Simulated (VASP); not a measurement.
# BN (P6_3/mmc) in VASP: notebook

The runs below take BN through single point, with LDA.

Everything below comes from runs of VASP 6.6.1. Logs are shortened: lines on timing, memory, paths and dates and some standing lists are left out, and cuts for length are marked.

**1. The cell of the first run**

The structure is hexagonal, space group P6_3/mmc (No. 194). Conventional cell: a = 2.570 Å, b = 2.570 Å, c = 6.091 Å, α = 90.00°, β = 90.00°, γ = 120.00°. Within 2.0 Å of B (site symmetry -6m2) lie 3 N at 1.48 Å. Within 2.0 Å of N (site symmetry -6m2) lie 3 B at 1.48 Å.

**2. Single point, LDA (volume 8.707 Å^3 an atom, c/a of the conventional cell 2.3702)**

INCAR

```
SYSTEM = BN
PREC     = Accurate       ! precision mode
ENCUT    = 520            ! plane-wave cutoff, eV
EDIFF    = 1E-6           ! SCF threshold, eV
ISMEAR   = 0              ! smearing method
SIGMA    = 0.05           ! smearing width, eV
LREAL    = .FALSE.        ! projectors in reciprocal space
LASPH    = .TRUE.         ! aspherical terms in the spheres
NELM     = 80             ! most SCF steps
ALGO     = Normal         ! electronic algorithm
ISIF     = 2              ! what is computed and relaxed
LWAVE    = .FALSE.        ! write WAVECAR
LCHARG   = .FALSE.        ! write CHGCAR
NBANDS   = 16             ! bands
```

KPOINTS

```
regular mesh
0
G
  12 12 4
  0 0 0
```

POSCAR

```
BN
1.0
    2.5696774614      0.0000000000      0.0000000000
   -1.2848387307      2.2254059611      0.0000000000
    0.0000000000      0.0000000000      6.0906495189
B N
2 2
Direct
    0.3333333333      0.6666666667      0.2500000000
    0.6666666667      0.3333333333      0.7500000000
    0.3333333333      0.6666666667      0.7500000000
    0.6666666667      0.3333333333      0.2500000000
```

Potentials or basis: VASP PAW LDA potentials, release 64 (B, N).

On the command line:

```sh
> cat potpaw_LDA.64/B/POTCAR potpaw_LDA.64/N/POTCAR > POTCAR
> mpirun -np 1 vasp_std > vasp.out
```

OUTCAR:

```text
SYSTEM = BN
   PREC = Accurate
   ENCUT = 520
   EDIFF = 1E-6
   ISMEAR = 0
   LREAL = .FALSE.
   LASPH = .TRUE.
   NELM = 80
   ISIF = 2

 ion  position               nearest neighbor table
   1  0.333  0.667  0.250-   4 1.48   4 1.48   4 1.48
   2  0.667  0.333  0.750-   3 1.48   3 1.48   3 1.48
   3  0.333  0.667  0.750-   2 1.48   2 1.48   2 1.48
   4  0.667  0.333  0.250-   1 1.48   1 1.48   1 1.48

  LATTYP: Found a hexagonal cell.
 ALAT       =     2.5696774614
 C/A-ratio  =     2.3702000000

  Lattice vectors:

 A1 = (   2.5696774614,   0.0000000000,   0.0000000000)
 A2 = (  -1.2848387307,   2.2254059611,   0.0000000000)
 A3 = (   0.0000000000,   0.0000000000,   6.0906495189)

Analysis of symmetry for initial positions (statically):
=====================================================================
 Subroutine PRICEL returns:
 Original cell was already a primitive cell.

 Routine SETGRP: Setting up the symmetry group for a
 hexagonal supercell.

 Subroutine GETGRP returns: Found 24 space group operations
 (whereof 12 operations were pure point group operations)
 out of a pool of 24 trial point group operations.

The static configuration has the point symmetry D_3d.
 The point group associated with its full space group is D_6h.

Analysis of symmetry for dynamics (positions and initial velocities):
=====================================================================
 Subroutine PRICEL returns:
 Original cell was already a primitive cell.

 Routine SETGRP: Setting up the symmetry group for a
 hexagonal supercell.

 Subroutine GETGRP returns: Found 24 space group operations
 (whereof 12 operations were pure point group operations)
 out of a pool of 24 trial point group operations.

The dynamic configuration has the point symmetry D_3d.
 The point group associated with its full space group is D_6h.

 Subroutine INISYM returns: Found 24 space group operations
 (whereof 12 operations are pure point group operations),
 and found     1 'primitive' translations

----------------------------------------------------------------------------------------

                                     Primitive cell

  volume of cell :      34.8298

  direct lattice vectors                    reciprocal lattice vectors
     2.569677461  0.000000000  0.000000000     0.389153898  0.224678108  0.000000000
    -1.284838731  2.225405961  0.000000000     0.000000000  0.449356215  0.000000000
     0.000000000  0.000000000  6.090649519     0.000000000  0.000000000  0.164186101

  length of vectors
     2.569677461  2.569677461  6.090649519     0.449356215  0.449356215  0.164186101
[... 91 lines left out ...]
   ISIF   =      2    stress and relaxation
   ISYM   =      2    0-nonsym 1-usesym 2-fastsym
   POTIM  = 0.5000    time-step for ionic-motion
   TEBEG  =    0.0;   TEEND  =   0.0 temperature during run
   PSTRESS=    0.0 pullay stress
   NELECT =      16.0000    total number of electrons
   NUPDOWN=      -1.0000    fix difference up-down
   EMIN   =  10.00;   EMAX   =-10.00  energy-range for DOS
   EFERMI =   0.00;   METHOD = LEGACY
   ISMEAR =     0;   SIGMA  =   0.05  broadening in eV -4-tet -1-fermi 0-gaus
   EFERMI_NEDOS =   21; number of points for ismear=-14 and -15
   IALGO  =     38    algorithm
   IMIX   =      4    mixing-type and parameters
     AMIX     =   0.40;   BMIX     =  1.00
     AMIX_MAG =   1.60;   BMIX_MAG =  1.00
  volume/ion in A,a.u.               =       8.71        58.76
  Fermi-wavevector in a.u.,A,eV,Ry     =   1.263177  2.387059 21.709688  1.595617
  Thomas-Fermi vector in A             =   2.396548
   LORBIT       =      0    0 simple, 1 ext, 2 COOP (PROOUT), +10 PAW based schemes
   GGA     = CA    functional components
   LHFCALC =     F    Hartree Fock is set to
   AEXX    =    0.0000 exact exchange contribution
   IVDW    =     0    specifies the selected vdW correction
   LEPSILON=     F    determine dielectric tensor
   LRPA    =     F    only Hartree local field effects (RPA)
 non-spin polarized calculation
 Gauss-broadening in eV      SIGMA  =   0.05
  energy-cutoff  :      520.00
  volume of cell :       34.83
 maximum number of plane-waves:       958
 NGX is ok and might be reduce to    20
   NGX =  9   NGY =  9   NGZ = 23

 number of electron      15.9999999 magnetization

 Free energy of the ion-electron system (eV)
  ---------------------------------------------------
  ext. energy  EPLUGINS =         0.00000000
  ---------------------------------------------------
  free energy    TOTEN  =       -38.34146627 eV

  energy without entropy =      -38.34146627  energy(sigma->0) =      -38.34146627

 E-fermi :   2.9521     XC(G=0): -10.8799

 val. band max:        2.6331851129   @ k =   0.3333   0.2500   0.0000
 cond. band min:       6.4348659017   @ k =   0.5000  -0.0000   0.0000
 fundamental gap:      3.8016807888
 Fermi energy:         2.9520785782

 k-point     1 :       0.0000    0.0000    0.0000
  band No.  band energies     occupation
      1     -14.7308      2.00000
      2     -14.1363      2.00000
      3      -3.8510      2.00000
      4      -0.5312      2.00000
      5       1.1086      2.00000
      6       1.1086      2.00000
[... 433 lines left out ...]
      3      -4.1777      2.00000
      4      -4.0340      2.00000
      5      -0.9865      2.00000
      6      -0.8788      2.00000
[... 8 lines left out ...]
     15      18.8081      0.00000
     16      19.7455      0.00000

 [... further k-points ...]

------------------------ aborting loop because EDIFF is reached ----------------------------------------

  FORCE on cell =-STRESS in cart. coord.  units (eV):
  Direction    XX          YY          ZZ          XY          YZ          ZX
  --------------------------------------------------------------------------------------
  -------------------------------------------------------------------------------------
  Total       -7.0863012     -7.0863012      0.4192049      0.0000000      0.0000000      0.0000000
  in kB     -325.9708169   -325.9708169     19.2834800      0.0000000      0.0000000      0.0000000
  external PRESSURE =    -210.8860512 kB  Pullay stress =       0.0000000 kB

 VOLUME and BASIS-vectors are now :
 -----------------------------------------------------------------------------
  energy-cutoff  :      520.00
  volume of cell :       34.83
      direct lattice vectors                 reciprocal lattice vectors
     2.569677461  0.000000000  0.000000000     0.389153898  0.224678108  0.000000000
    -1.284838731  2.225405961  0.000000000     0.000000000  0.449356215  0.000000000
     0.000000000  0.000000000  6.090649519     0.000000000  0.000000000  0.164186101

 POSITION                                       TOTAL-FORCE (eV/Angst)
 -----------------------------------------------------------------------------------
     -0.00000      1.48360      1.52266         0.000000     -0.000000      0.000000
      1.28484      0.74180      4.56799        -0.000000      0.000000      0.000000
     -0.00000      1.48360      4.56799         0.000000      0.000000      0.000000
      1.28484      0.74180      1.52266        -0.000000     -0.000000      0.000000
 -----------------------------------------------------------------------------------
    total drift:                               -0.000000      0.000000      0.000000

  FREE ENERGIE OF THE ION-ELECTRON SYSTEM (eV)
  ---------------------------------------------------
  free  energy   TOTEN  =       -38.3414662738 eV

  energy  without entropy=      -38.3414662738  energy(sigma->0) =      -38.34146627
```

OSZICAR:

```text
N       E                     dE             d eps       ncg     rms          rms(c)
DAV:   1     0.415923692393E+02    0.41592E+02   -0.79575E+03  1824   0.925E+02
DAV:   2    -0.387781481498E+02   -0.80371E+02   -0.72760E+02  2528   0.208E+02
DAV:   3    -0.416404521967E+02   -0.28623E+01   -0.28471E+01  2400   0.378E+01
DAV:   4    -0.416544391260E+02   -0.13987E-01   -0.13986E-01  2216   0.304E+00
DAV:   5    -0.416545445776E+02   -0.10545E-03   -0.10545E-03  2312   0.246E-01    0.103E+01
DAV:   6    -0.386844051766E+02    0.29701E+01   -0.50813E+00  2160   0.172E+01    0.441E+00
DAV:   7    -0.384413623303E+02    0.24304E+00   -0.37116E-01  2440   0.427E+00    0.283E+00
DAV:   8    -0.383475751228E+02    0.93787E-01   -0.23438E-01  2384   0.319E+00    0.486E-01
DAV:   9    -0.383414911685E+02    0.60840E-02   -0.14351E-02  2184   0.943E-01    0.161E-01
DAV:  10    -0.383414581100E+02    0.33058E-04   -0.70920E-04  2384   0.192E-01    0.231E-02
DAV:  11    -0.383414663906E+02   -0.82806E-05   -0.21902E-05  2336   0.373E-02    0.128E-02
DAV:  12    -0.383414662738E+02    0.11680E-06   -0.38565E-06  2136   0.135E-02
   1 F= -.38341466E+02 E0= -.38341466E+02  d E =-.126842E-20
```

It took 17 s on 1 thread of Intel Xeon Platinum 8488C (Sapphire Rapids), shared host; peak memory 0.14 GiB.

What came out:

```yaml
Free_energy: -38.3415 eV
Pressure: -21.1 GPa
Band_gap_on_the_k_mesh: 3.80 eV, indirect (least direct gap 4.05 eV)
```

Stress tensor (GPa, compression positive):
```
-32.60   0.00   0.00
  0.00 -32.60   0.00
  0.00   0.00   1.93
```

Levels at points of the mesh, in eV from the valence-band top:
| k point | band 4 | band 5 | band 6 | band 7 | band 8 | band 9 | band 10 | band 11 | band 12 | band 13 |
| --- | --- | --- | --- | --- | --- | --- | --- | --- | --- | --- |
| (0.00, 0.00, 0.00) | -3.16 | -1.52 | -1.52 | -1.43 | -1.43 | 5.51 | 10.54 | 10.64 | 10.64 | 10.90 |
| (0.50, 0.00, 0.00) | -8.54 | -4.16 | -4.00 | -1.86 | -0.25 | 3.80 | 5.74 | 8.82 | 8.91 | 12.41 |
| (0.00, 0.00, 0.50) | -5.05 | -1.48 | -1.48 | -1.48 | -1.48 | 8.21 | 8.21 | 10.77 | 10.77 | 10.77 |
| (0.50, 0.00, 0.50) | -8.64 | -4.08 | -4.08 | -0.96 | -0.96 | 4.31 | 4.31 | 9.08 | 9.08 | 13.26 |

 A k mesh can miss the band edges.

(Part 1 of 2 ends here.)
